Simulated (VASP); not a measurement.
Mg5Se2:

```xyz
7
Lattice="3.7262 -0.0239 -0.0081 -1.8838 3.2041 -0.0780 -0.0304 -0.3538 13.8492" Properties=species:S:1:pos:R:3 pbc="T T T"
Mg    3.6738   -0.0333   -0.0090
Mg    1.8420    1.0608    3.1714
Mg   -0.0748    1.8224   10.5600
Mg    1.8749    0.9471    8.0459
Mg   -0.0718    1.9324    5.7055
Se    1.8573    0.6858   12.2066
Se    0.0607    2.0402    1.6008
```

* Program: VASP 6.6.1
* Task: relaxation of cell and atoms
* Functional: PBE
* Potentials or basis: VASP PAW PBE potentials, release 64 (Mg, Se)
* Cutoff: 600 eV
* k mesh: 6 × 6 × 2
* Occupations: gaussian, width 0.2 eV
* Spin: no spin polarisation

At the start: pressure 1.3 GPa; volume 23.52 Å³/atom.

**Question.** How do energy, volume and symmetry change on relaxing?

**Answer.** Over 14 steps the energy falls by 15.4 meV/atom and the volume is 23.81 Å³/atom (+1.2 %); space group P1 (No. 1, to 0.1 Å) before, C2/m (No. 12, to 0.1 Å).

The path:
```tsv
step	energy change (eV)	largest force (eV/Å)	pressure (GPa)	volume (Å³)
1	0.0000	0.5994	1.34	164.61
2	-0.0567	0.3067	-0.18	169.34
3	-0.0604	0.2536	-0.64	170.96
4	-0.0791	0.1940	-0.40	169.55
5	-0.0950	0.1823	0.17	166.75
6	-0.1002	0.0955	0.03	167.13
7	-0.1021	0.0743	-0.11	167.54
8	-0.1040	0.0633	0.02	166.94
9	-0.1048	0.0523	0.19	166.21
10	-0.1060	0.0423	0.10	166.47
11	-0.1070	0.0293	-0.09	167.02
12	-0.1076	0.0250	-0.04	166.80
13	-0.1078	0.0261	0.01	166.61
14	-0.1081	0.0202	0.00	166.65
```

Final structure:
```
Mg Se
1.0
     3.74077   -0.00073   -0.00482
    -1.87102    3.24041   -0.02797
    -0.01963   -0.13680   13.75103
Mg Se
5 2
Direct
  0.99918 0.99815 0.00003
  0.67515 0.34662 0.23907
  0.32186 0.64734 0.76111
  0.66859 0.34143 0.58386
  0.33658 0.67324 0.41593
  0.65920 0.31910 0.88094
  0.33943 0.67414 0.11904
```
